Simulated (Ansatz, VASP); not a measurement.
## One calculation of MgO, two programs

```
CELL_PARAMETERS angstrom
2.10220 2.10220 0.00000
-2.10220 2.10220 0.00000
0.00000 0.00000 4.20440
ATOMIC_POSITIONS crystal
Mg 0.00000 0.00000 0.00000
Mg 0.50000 0.50000 0.50000
O 0.50000 0.50000 0.00000
O 0.00000 0.00000 0.50000
```

Alike in both runs: task single point; functional r2SCAN; k mesh 8 × 8 × 6; occupations gaussian, width 0.02 eV; no spin polarisation.

|  | VASP | Ansatz |
| --- | --- | --- |
| version | VASP 6.6.1 | Ansatz 0.2.0 |
| potentials or method | VASP PAW PBE potentials, release 64 (Mg, O), cutoff 520 eV | scalar-relativistic, plane waves, PAW |
| valence electrons in the cell | 16 | 32 |

|  | VASP | Ansatz | Ansatz less VASP |
| --- | --- | --- | --- |
| gap on the k mesh at the Fermi level (eV) | 5.66 | 5.68 | +0.026 |
| least direct gap on the mesh (eV) | 5.66 | 5.68 | +0.026 |
| pressure (GPa) | -1.1 | 0.0 | +1.15 |

VASP's potentials were made for PBE, not for r2SCAN. VASP's potentials hold 16 valence electrons a cell and Ansatz's 32, so a difference there can come from the potentials and not from the codes.
